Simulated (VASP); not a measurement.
# Si (I-42m) in VASP: further runs

Runs on Si. Level: PBE. Tasks: single point.

All numbers are computed with VASP 6.6.1; they aren't measurements. Logs are shortened: lines on timing, memory, paths and dates and some standing lists are left out, and cuts for length are marked.

## 1. The cell of the first run

The structure is tetragonal, space group I-42m (No. 121). The conventional cell has a = 6.803 Å, b = 6.803 Å, c = 3.925 Å, α = 90.00°, β = 90.00°, γ = 90.00°. Si (site symmetry m) has 4 Si at 2.40 to 2.44 Å within 3.2 Å.

## 2. Single point, PBE (atoms displaced along a vibrational mode, the cell strained)

INCAR

```
ALGO     = Normal         # electronic algorithm
EDIFF    = 1E-7           # SCF threshold, eV
ENCUT    = 520            # plane-wave cutoff, eV
GGA      = PE             # functional
ISIF     = 2              # what is computed and relaxed
ISMEAR   = 0              # smearing method
LASPH    = T              # aspherical terms in the spheres
LCHARG   = F              # write CHGCAR
LREAL    = F              # projectors in reciprocal space
LWAVE    = F              # write WAVECAR
NBANDS   = 16             # bands
NELM     = 100            # most SCF steps
PREC     = Accurate       # precision mode
SIGMA    = 0.05           # smearing width, eV
```

KPOINTS

```
k-points
0
Gamma
  10 10 10
```

POSCAR

```
Si
1.0
   -3.4014544573      3.4014544573      1.9626559606
    3.4014544573     -3.4014544573      1.9626559606
    3.4014544573      3.4014544573     -1.9626559606
Si
4
Direct
    0.1543670534      0.1543670534      0.3572210152
    0.7971460381      0.7971460381      0.6427789848
    0.2028539619      0.8456329466      0.0000000000
    0.8456329466      0.2028539619      0.0000000000
```

Potentials or basis: VASP PAW PBE potentials, release 64 (Si).

Launch:

```bash
> cat potpaw_PBE.64/Si/POTCAR > POTCAR
> mpirun -np 1 vasp_std > vasp.out
```

OUTCAR:

```text
EDIFF = 1E-7
   ENCUT = 520
   GGA = PE
   ISIF = 2
   ISMEAR = 0
   LASPH = T
   LREAL = F
   NELM = 100
   PREC = Accurate

 ion  position               nearest neighbor table
   1  0.154  0.154  0.357-   2 2.40   2 2.40   3 2.44   4 2.44
   2  0.797  0.797  0.643-   1 2.40   1 2.40   4 2.44   3 2.44
   3  0.203  0.846  0.000-   4 2.40   4 2.40   1 2.44   2 2.44
   4  0.846  0.203  0.000-   3 2.40   3 2.40   1 2.44   2 2.44

  LATTYP: Found a body centered tetragonal cell.
 ALAT       =     6.8029089146
 C/A-ratio  =     0.5770049211

  Lattice vectors:

 A1 = (  -3.4014544573,   3.4014544573,   1.9626559606)
 A2 = (   3.4014544573,  -3.4014544573,   1.9626559606)
 A3 = (   3.4014544573,   3.4014544573,  -1.9626559606)

Analysis of symmetry for initial positions (statically):
=====================================================================
 Subroutine PRICEL returns:
 Original cell was already a primitive cell.

 Routine SETGRP: Setting up the symmetry group for a
 body centered tetragonal supercell.

 Subroutine GETGRP returns: Found  8 space group operations
 (whereof  8 operations were pure point group operations)
 out of a pool of 16 trial point group operations.

The static configuration has the point symmetry D_2d.

Analysis of symmetry for dynamics (positions and initial velocities):
=====================================================================
 Subroutine PRICEL returns:
 Original cell was already a primitive cell.

 Routine SETGRP: Setting up the symmetry group for a
 body centered tetragonal supercell.

 Subroutine GETGRP returns: Found  8 space group operations
 (whereof  8 operations were pure point group operations)
 out of a pool of 16 trial point group operations.

The dynamic configuration has the point symmetry D_2d.

 Subroutine INISYM returns: Found  8 space group operations
 (whereof  8 operations are pure point group operations),
 and found     1 'primitive' translations

----------------------------------------------------------------------------------------

                                     Primitive cell

  volume of cell :      90.8309

  direct lattice vectors                    reciprocal lattice vectors
    -3.401454457  3.401454457  1.962655961     0.000000000  0.146995941  0.254756824
     3.401454457 -3.401454457  1.962655961     0.146995941  0.000000000  0.254756824
     3.401454457  3.401454457 -1.962655961     0.146995941  0.146995941  0.000000000

  length of vectors
     5.195363632  5.195363632  5.195363632     0.294123862  0.294123862  0.207883654

  position of ions in fractional coordinates (direct lattice)
     0.154367053  0.154367053  0.357221015
     0.797146038  0.797146038  0.642778985
     0.202853962  0.845632947  0.000000000
     0.845632947  0.202853962  0.000000000

  ion indices of the primitive-cell ions
   primitive index   ion index
                 1           1
                 2           2
                 3           3
                 4           4

----------------------------------------------------------------------------------------

 KPOINTS: k-points

Automatic generation of k-mesh.
 Grid dimensions read from file:
 generate k-points for:   10   10   10

 Generating k-lattice:

  Cartesian coordinates                     Fractional coordinates (reciprocal lattice)
     0.000000000  0.014699594  0.025475682     0.100000000  0.000000000 -0.000000000
     0.014699594  0.000000000  0.025475682     0.000000000  0.100000000 -0.000000000
     0.014699594  0.014699594  0.000000000     0.000000000  0.000000000  0.100000000

  Length of vectors
     0.029412386  0.029412386  0.020788365

  Shift w.r.t. Gamma in fractional coordinates (k-lattice)
     0.000000000  0.000000000  0.000000000

 Subroutine IBZKPT returns following result:
 ===========================================

 Found    102 irreducible k-points:

 Following reciprocal coordinates:
            Coordinates               Weight
  0.000000  0.000000  0.000000      1.000000
  0.100000  0.000000  0.000000      8.000000
  0.200000  0.000000  0.000000      8.000000
  0.300000  0.000000 -0.000000      8.000000
  0.400000  0.000000 -0.000000      8.000000
  0.500000  0.000000 -0.000000      4.000000
[... 16 lines left out ...]
  0.300000  0.300000 -0.000000      8.000000
  0.400000  0.300000 -0.000000     16.000000
 [... further k-points ...]
   k-points           NKPTS =    102   k-points in BZ     NKDIM =    102   number of bands    NBANDS=     16
   number of dos      NEDOS =    301   number of ions     NIONS =      4
   total plane-waves  NPLWV =  64000
   dimension x,y,z NGX =    40 NGY =   40 NGZ =   40
   dimension x,y,z NGXF=    80 NGYF=   80 NGZF=   80
   ions per type =               4
   NGX,Y,Z   is equivalent  to a cutoff of  12.80, 12.80, 12.80 a.u.
   NGXF,Y,Z  is equivalent  to a cutoff of  25.60, 25.60, 25.60 a.u.
 SYSTEM =  unknown system
   PREC   = accura    normal or accurate (medium, high low for compatibility)
   ISTART =      0    job   : 0-new  1-cont  2-samecut
   ICHARG =      2    charge: 1-file 2-atom 10-const
   ISPIN  =      1    spin polarized calculation?
   LNONCOLLINEAR =      F non collinear calculations
   LSORBIT =      F    spin-orbit coupling
   LASPH  =      T    aspherical Exc in radial PAW
   ENCUT  =  520.0 eV  38.22 Ry    6.18 a.u.   9.66  9.66  9.66*2*pi/ulx,y,z
   NELM   =    100;   NELMIN=  2; NELMDL= -5     # of ELM steps
   EDIFF  = 0.1E-06   stopping-criterion for ELM
   LREAL  =      F    real-space projection
   EDIFFG = 0.1E-05   stopping-criterion for IOM
   NSW    =      0    number of steps for IOM
   IBRION =     -1    ionic relax: 0-MD 1-quasi-New 2-CG
   NFREE  =      0    steps in history (QN), initial steepest desc. (CG)
   ISIF   =      2    stress and relaxation
   ISYM   =      2    0-nonsym 1-usesym 2-fastsym
   POTIM  = 0.5000    time-step for ionic-motion
   TEBEG  =    0.0;   TEEND  =   0.0 temperature during run
   PSTRESS=    0.0 pullay stress
   NELECT =      16.0000    total number of electrons
   NUPDOWN=      -1.0000    fix difference up-down
   EMIN   =  10.00;   EMAX   =-10.00  energy-range for DOS
   EFERMI =   0.00;   METHOD = LEGACY
   ISMEAR =     0;   SIGMA  =   0.05  broadening in eV -4-tet -1-fermi 0-gaus
   EFERMI_NEDOS =   21; number of points for ismear=-14 and -15
   IALGO  =     38    algorithm
   IMIX   =      4    mixing-type and parameters
     AMIX     =   0.40;   BMIX     =  1.00
     AMIX_MAG =   1.60;   BMIX_MAG =  1.00
  volume/ion in A,a.u.               =      22.71       153.24
  Fermi-wavevector in a.u.,A,eV,Ry     =   0.917706  1.734213 11.458618  0.842185
  Thomas-Fermi vector in A             =   2.042705
   LORBIT       =      0    0 simple, 1 ext, 2 COOP (PROOUT), +10 PAW based schemes
   GGA     = PE    functional components
   LHFCALC =     F    Hartree Fock is set to
   AEXX    =    0.0000 exact exchange contribution
   IVDW    =     0    specifies the selected vdW correction
   LEPSILON=     F    determine dielectric tensor
   LRPA    =     F    only Hartree local field effects (RPA)
 non-spin polarized calculation
 Gauss-broadening in eV      SIGMA  =   0.05
  energy-cutoff  :      520.00
  volume of cell :       90.83
 maximum number of plane-waves:      2461
   NGX = 19   NGY = 19   NGZ = 19

 number of electron      16.0000000 magnetization

 Free energy of the ion-electron system (eV)
  ---------------------------------------------------
  ext. energy  EPLUGINS =         0.00000000
  ---------------------------------------------------
  free energy    TOTEN  =       -21.19433811 eV

  energy without entropy =      -21.19433811  energy(sigma->0) =      -21.19433811

 E-fermi :   5.0178     XC(G=0):  -8.8383

 val. band max:        4.8317620542   @ k =   0.5000   0.5000   0.5000
 cond. band min:       5.2111844519   @ k =   0.3000   0.2000   0.2000
 fundamental gap:      0.3794223976
 Fermi energy:         5.0178168112

 k-point     1 :       0.0000    0.0000    0.0000
  band No.  band energies     occupation
      1      -6.7739      2.00000
      2      -2.8529      2.00000
      3      -0.5765      2.00000
      4      -0.5765      2.00000
      5       1.3364      2.00000
      6       3.4148      2.00000
[... 8 lines left out ...]
     15      10.3534      0.00000
     16      11.4161      0.00000

 k-point     2 :       0.1000    0.0000    0.0000
  band No.  band energies     occupation
      1      -6.6690      2.00000
      2      -2.8684      2.00000
      3      -0.7157      2.00000
      4      -0.4436      2.00000
      5       1.4142      2.00000
      6       2.8374      2.00000
[... 8 lines left out ...]
     15       9.9086      0.00000
     16      11.8893      0.00000

 k-point     3 :       0.2000    0.0000    0.0000
  band No.  band energies     occupation
      1      -6.3599      2.00000
      2      -2.8675      2.00000
      3      -1.1275      2.00000
      4      -0.2421      2.00000
      5       1.5204      2.00000
      6       1.8851      2.00000
[... 8 lines left out ...]
     15      10.0685      0.00000
     16      11.2765      0.00000

 k-point     4 :       0.3000    0.0000   -0.0000
  band No.  band energies     occupation
      1      -5.8693      2.00000
      2      -2.7824      2.00000
      3      -1.8248      2.00000
      4      -0.4355      2.00000
      5       1.1308      2.00000
      6       1.6280      2.00000
[... 8 lines left out ...]
     15      11.0919      0.00000
     16      11.1587      0.00000

 k-point     5 :       0.4000    0.0000   -0.0000
  band No.  band energies     occupation
      1      -5.2735      2.00000
      2      -2.6591      2.00000
      3      -2.6109      2.00000
      4      -0.9132      2.00000
      5       0.8341      2.00000
      6       1.5891      2.00000
[... 8 lines left out ...]
     15      10.5077      0.00000
     16      12.2928      0.00000

 k-point     6 :       0.5000    0.0000   -0.0000
  band No.  band energies     occupation
      1      -4.9076      2.00000
      2      -3.1270      2.00000
      3      -2.4960      2.00000
      4      -1.1649      2.00000
      5       0.7616      2.00000
      6       1.5661      2.00000
[... 8 lines left out ...]
     15      10.4664      0.00000
     16      12.4504      0.00000
[... 267 lines left out ...]
 k-point    21 :      -0.3000    0.2000    0.0000
  band No.  band energies     occupation
      1      -6.3656      2.00000
      2      -3.7709      2.00000
      3      -0.8723      2.00000
      4       0.0111      2.00000
      5       2.4024      2.00000
      6       2.5392      2.00000
[... 8 lines left out ...]
     15      10.7909      0.00000
     16      11.0262      0.00000

 k-point    22 :      -0.2000    0.2000    0.0000
  band No.  band energies     occupation
      1      -6.5683      2.00000
      2      -3.5559      2.00000
      3      -0.5033      2.00000
      4      -0.4269      2.00000
      5       2.1770      2.00000
      6       3.2249      2.00000
[... 8 lines left out ...]
     15      10.7656      0.00000
     16      11.9723      0.00000

 k-point    23 :       0.3000    0.3000   -0.0000
  band No.  band energies     occupation
      1      -4.8272      2.00000
      2      -3.5296      2.00000
      3      -2.7291      2.00000
      4      -0.7173      2.00000
      5       0.6473      2.00000
      6       2.2247      2.00000
[... 8 lines left out ...]
     15      10.9915      0.00000
     16      12.4889      0.00000

 k-point    24 :       0.4000    0.3000   -0.0000
  band No.  band energies     occupation
      1      -5.1908      2.00000
      2      -4.0783      2.00000
      3      -2.0901      2.00000
      4      -0.1162      2.00000
      5       0.8919      2.00000
      6       2.0864      2.00000
[... 8 lines left out ...]
     15      10.7958      0.00000
     16      11.3270      0.00000

 [... further k-points ...]

------------------------ aborting loop because EDIFF is reached ----------------------------------------

  FORCE on cell =-STRESS in cart. coord.  units (eV):
  Direction    XX          YY          ZZ          XY          YZ          ZX
  --------------------------------------------------------------------------------------
  -------------------------------------------------------------------------------------
  Total       -2.2224761     -2.2224761     -2.2534515      0.0000000      0.0000000      0.0000000
  in kB      -39.2025388    -39.2025388    -39.7489181      0.0000000      0.0000000      0.0000000
  external PRESSURE =     -39.3846652 kB  Pullay stress =       0.0000000 kB

 VOLUME and BASIS-vectors are now :
 -----------------------------------------------------------------------------
  energy-cutoff  :      520.00
  volume of cell :       90.83
      direct lattice vectors                 reciprocal lattice vectors
    -3.401454457  3.401454457  1.962655961     0.000000000  0.146995941  0.254756824
     3.401454457 -3.401454457  1.962655961     0.146995941  0.000000000  0.254756824
     3.401454457  3.401454457 -1.962655961     0.146995941  0.146995941  0.000000000

 POSITION                                       TOTAL-FORCE (eV/Angst)
 -----------------------------------------------------------------------------------
      1.21507      1.21507     -0.09516        -0.089477     -0.089477      0.252397
      2.18638      2.18638      1.86749         0.089477      0.089477      0.252397
      2.18638     -2.18638      2.05782         0.089477     -0.089477     -0.252397
     -2.18638      2.18638      2.05782        -0.089477      0.089477     -0.252397
 -----------------------------------------------------------------------------------
    total drift:                                0.000000      0.000000      0.000000

  FREE ENERGIE OF THE ION-ELECTRON SYSTEM (eV)
  ---------------------------------------------------
  free  energy   TOTEN  =       -21.1943381119 eV

  energy  without entropy=      -21.1943381118  energy(sigma->0) =      -21.19433811
```

Wall time 2.1 min (1 thread of Intel Xeon Platinum 8488C (Sapphire Rapids), shared host); peak memory 0.28 GiB.

What came out:

```yaml
Free_energy: -21.1943 eV
Pressure: -3.9 GPa
Largest_force: 0.282 eV/Å
Band_gap_on_the_k_mesh: 0.38 eV (least direct gap 0.62 eV)
```

Forces on the atoms (eV/Å):
```
Si  -0.089 -0.089  0.252
Si   0.089  0.089  0.252
Si   0.089 -0.089 -0.252
Si  -0.089  0.089 -0.252
```

Caveat: the cell differs from its parent crystal (atoms displaced along a vibrational mode, the cell strained); the cell stands under tension; semilocal functionals underestimate gaps, and a narrow one can read as zero. A k mesh can miss the band edges.

## 3. Single point, PBE (atoms displaced along a vibrational mode, the cell strained)

INCAR

```
PREC     = Accurate       # precision mode
ENCUT    = 520            # plane-wave cutoff, eV
EDIFF    = 1E-6           # SCF threshold, eV
ISMEAR   = 0              # smearing method
SIGMA    = 0.05           # smearing width, eV
LREAL    = False          # projectors in reciprocal space
LASPH    = True           # aspherical terms in the spheres
NELM     = 80             # most SCF steps
ALGO     = Normal         # electronic algorithm
ISIF     = 2              # what is computed and relaxed
LWAVE    = False          # write WAVECAR
LCHARG   = False          # write CHGCAR
GGA      = PE             # functional
NBANDS   = 16             # bands
```

KPOINTS

```
Automatic mesh
0
Gamma
  10 10 10
```

POSCAR

```
Si
1.0
   -3.4292227980      3.4292227980      1.9786784298
    3.4292227980     -3.4292227980      1.9786784298
    3.4292227980      3.4292227980     -1.9786784298
Si
4
Direct
    0.1604279169      0.1604279169      0.3572210152
    0.8032069017      0.8032069017      0.6427789848
    0.1967930983      0.8395720831      0.0000000000
    0.8395720831      0.1967930983      0.0000000000
```

Potentials or basis: VASP PAW PBE potentials, release 64 (Si).

Launch:

```bash
> cat potpaw_PBE.64/Si/POTCAR > POTCAR
> mpirun -np 1 vasp_std > vasp.out
```

Wall time 64 s (1 thread of Intel Xeon 6975P-C (Granite Rapids), shared host); peak memory 0.28 GiB.

Results (log left out):

| Property | Result |
| --- | --- |
| Free energy | -21.1509 eV |
| Pressure | -5.3 GPa |
| Largest force | 0.235 eV/Å |
| Band gap on the k mesh | 0.40 eV (least direct gap 0.57 eV) |

Forces in eV/Å, atoms in the order of the input:
```
Si  -0.090 -0.090  0.197
Si   0.090  0.090  0.197
Si   0.090 -0.090 -0.197
Si  -0.090  0.090 -0.197
```

Stress tensor (GPa, compression positive):
```
-5.27  0.00  0.00
 0.00 -5.27  0.00
 0.00  0.00 -5.45
```

Levels at points of the mesh, in eV from the valence-band top:
| k point | band 4 | band 5 | band 6 | band 7 | band 8 | band 9 | band 10 | band 11 | band 12 | band 13 |
| --- | --- | --- | --- | --- | --- | --- | --- | --- | --- | --- |
| (0.00, 0.00, 0.00) | -5.35 | -3.40 | -1.37 | -1.37 | -0.47 | 1.37 | 1.37 | 1.53 | 2.33 | 2.33 |
| (0.50, 0.00, 0.00) | -5.92 | -3.96 | -3.17 | -2.13 | -1.32 | 0.97 | 2.21 | 3.07 | 3.48 | 3.95 |
| (0.50, 0.50, 0.00) | -4.83 | -2.55 | -1.82 | -1.68 | -1.48 | 1.52 | 1.93 | 1.95 | 3.78 | 4.24 |
| (0.50, 0.50, 0.50) | -4.49 | -2.68 | -0.31 | 0.00 | 0.00 | 0.57 | 2.15 | 3.31 | 3.94 | 4.37 |

Caveat: the cell differs from its parent crystal (atoms displaced along a vibrational mode, the cell strained); the cell stands under tension; semilocal functionals underestimate gaps, and a narrow one can read as zero.
